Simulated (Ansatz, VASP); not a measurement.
# In2C: VASP beside Ansatz

```
In C
1.0
     0.00000    3.09886    3.09886
     3.09886    0.00000    3.09886
     3.09886    3.09886    0.00000
In C
2 1
Direct
  0.25000 0.25000 0.25000
  0.75000 0.75000 0.75000
  0.00000 0.00000 0.00000
```

Change from the starting cell: species swapped into the Al2Pt type (Fm-3m, No. 225).

Alike in both runs: functional PBE; k mesh 6 × 6 × 6; occupations gaussian, width 0.1 eV; no spin polarisation.

Ansatz relaxed the structure, and its values are those at the end. VASP's run is a single point on that final structure, the one shown.

```csv
,VASP,Ansatz
version,VASP 6.6.1,Ansatz 0.2.0
potentials or method,"VASP PAW PBE potentials, release 64 (In_d, C), cutoff 520 eV","scalar-relativistic, plane waves, PAW"
valence electrons in the cell,30,30
```

```tsv
	VASP	Ansatz	Ansatz less VASP
gap on the k mesh at the Fermi level (eV)	none	none	-
pressure (GPa)	0.0	0.0	-0.02
```

A gap of «none» marks a metal or a gap that the smearing closes. The functional is the same, so the differences come from potentials, cutoffs and numerics.
